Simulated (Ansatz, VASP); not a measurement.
# Two plane-wave programs on Bi2Te2O

Contents of INCAR:

```
SYSTEM = Bi2Te2O
PREC = Accurate
ENCUT = 520
EDIFF = 1E-6
ISMEAR = 0
SIGMA = 0.1
LREAL = .False.
LASPH = .True.
NELM = 100
ALGO = Normal
ISIF = 2
LWAVE = .False.
LCHARG = .False.
GGA = PE
NBANDS = 32
```

The input KPOINTS:

```
regular mesh
0
Gamma
  6 6 2
  0 0 0
```

The input POSCAR:

```
Bi2Te2O
1.0
    4.2421763000      0.0000000000      0.0000000000
   -2.1210881500      3.6738324400      0.0000000000
    0.0000000000      0.0000000000      9.2680096200
Bi Te O
2 2 1
Direct
    0.0000000000      0.0000000000      0.1707987400
    0.0000000000      0.0000000000      0.8292012600
    0.3333333300      0.6666666700      0.0000000000
    0.6666666700      0.3333333300      0.0000000000
    0.0000000000      0.0000000000      0.5000000000
```

Input for Ansatz:

```yaml
crystal:
  lattice:
    - [4.2421763, 0.0, 0.0]
    - [-2.12108815, 3.67383244, 0.0]
    - [0.0, 0.0, 9.26800962]
  atoms:
    - { symbol: Bi, position: [0.0, 0.0, 0.17079874] }
    - { symbol: Bi, position: [0.0, 0.0, 0.82920126] }
    - { symbol: Te, position: [0.33333333, 0.66666667, 0.0] }
    - { symbol: Te, position: [0.66666667, 0.33333333, 0.0] }
    - { symbol: O, position: [0.0, 0.0, 0.5] }
basis:
  ecutwfc: 420
kpoints:
  mp_grid: { grid: [6, 6, 2] }
hamiltonian:
  xc: pbe
scf:
  occupations: { method: gaussian, width: 0.1 }
  lower_state_search: "off"
output:
  forces: true
  stress: true
  eigenvalues: true
```

Alike in both runs: task single point; functional PBE; k mesh 6 × 6 × 2; occupations gaussian, width 0.1 eV; no spin polarisation.

|  | VASP | Ansatz |
| --- | --- | --- |
| version | VASP 6.6.1 | Ansatz 0.2.0 |
| potentials or method | VASP PAW PBE potentials, release 64 (Bi_d, Te, O), cutoff 520 eV | scalar-relativistic, plane waves, PAW |
| valence electrons in the cell | 48 | 68 |

Ansatz gave:

- gap on the k mesh at the Fermi level (eV): none
- rms of the force components (eV/Å): 2.447

Q: Which values does VASP return?

A: gap on the k mesh at the Fermi level (eV): none; rms of the force components (eV/Å): 2.460.

Atom by atom the forces differ by 0.013 eV/Å (rms over components). A gap of «none» marks a metal or a gap that the smearing closes. The functional is the same, so the differences come from potentials, cutoffs and numerics. VASP's potentials hold 48 valence electrons a cell and Ansatz's 68, so a difference there can come from the potentials and not from the codes.

Neither program's run includes spin-orbit coupling.
